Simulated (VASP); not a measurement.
The system is Li.

```xyz
1
Lattice="3.0391 0.0000 0.0000 -1.0130 2.8653 0.0000 -1.0130 -1.4327 2.4814" Properties=species:S:1:pos:R:3 pbc="T T T"
Li    0.0000    0.0000    0.0000
```

- Program: VASP 6.6.1
- Task: relaxation of volume and atoms at fixed shape
- Functional: PBEsol
- Potentials or basis: VASP PAW PBE potentials, release 64 (Li_sv)
- Cutoff: 600 eV
- k mesh: 16 × 16 × 16
- Occupations: fermi-dirac, width 0.1 eV
- Spin: no spin polarisation

At the start: pressure -0.9 GPa; volume 21.61 Å³/atom.

Question: Where does the relaxation end?

Answer: Over 3 steps the energy falls by 4.6 meV/atom and the volume is 20.30 Å³/atom (-6.1 %); space group Im-3m (No. 229, to 0.05 Å).

Step by step:
```
step  energy change (eV)  largest force (eV/Å)  pressure (GPa)  volume (Å³)
   1              0.0000                0.0000           -0.90        21.61
   2             -0.0019                0.0000           -0.72        21.23
   3             -0.0046                0.0000           -0.19        20.30
```

Final structure:
```yaml
crystal:
  lattice:
    - [2.97650, 0.00000, 0.00000]
    - [-0.99217, 2.80628, 0.00000]
    - [-0.99217, -1.40314, 2.43031]
  atoms:
    - { symbol: Li, position: [0.00000, 0.00000, 0.00000] }
```

Caveat: the cutoff is under 1.25 times the usual one of these potentials, so pressure, stress and relaxed cells hold a basis-set (Pulay) error; the PAW data sets were made with another functional, which shifts forces and pressure a little.
